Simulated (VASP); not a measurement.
Write the native input for VASP 6.6.1 that does the following.

* Task: relaxation of shape and atoms at fixed volume
* Functional: PBE
* Potentials or basis: VASP PAW PBE potentials, release 64 (Pt)
* Cutoff: 600 eV
* k mesh: 18 × 18 × 10
* Occupations: gaussian, width 0.1 eV
* Spin: no spin polarisation
* Dipole correction: no
* Further INCAR settings: ALGO = Normal; EDIFF = 1e-06; IBRION = 2; EDIFFG = -0.01; NSW = 50; ISIF = 4

The structure of Pt lies in POSCAR:

```
Pt
1.0
    2.6546474338      0.0000000000      0.0000000000
   -1.3273237169      2.2989921158      0.0000000000
    0.0000000000      0.0000000000      4.5433997946
Pt
2
Direct
    0.6666666667      0.3333333333      0.7500000000
    0.3333333333      0.6666666667      0.2500000000
```

This cell differs from its parent crystal: volume scaled by 0.88.

One way to write it, as run:

INCAR

```
SYSTEM = Pt
ALGO = Normal
EDIFF = 1E-6
EDIFFG = -0.01
ENCUT = 600
GGA = PE
IBRION = 2
ISIF = 4
ISMEAR = 0
LASPH = .TRUE.
LCHARG = .FALSE.
LREAL = .FALSE.
LWAVE = .FALSE.
NELM = 100
NSW = 50
PREC = Accurate
SIGMA = 0.1
```

KPOINTS

```
k-points
0
G
  18 18 10
  0 0 0
```

Potentials or basis: VASP PAW PBE potentials, release 64 (Pt).

Launch:

```bash
$ cat potpaw_PBE.64/Pt/POTCAR > POTCAR
$ mpirun -np 1 vasp_std > vasp.out
```

It gave:

```json
{
 "Energy gained by relaxing": "0.1 meV/atom",
 "Ionic steps": "3",
 "Pressure after relaxing": "43.1 GPa",
 "Band gap on the k mesh": "zero (band 10 reaches 13.51 eV, above the bottom of band 11 at 11.93 eV)"
}
```

Caveat: spin-orbit coupling is left out, which moves the levels of the heavy elements.

Wall time 47 s on 1 thread of Intel(R) Xeon(R) 6975P-C (Granite Rapids), on a shared host, peak memory 0.23 GiB.
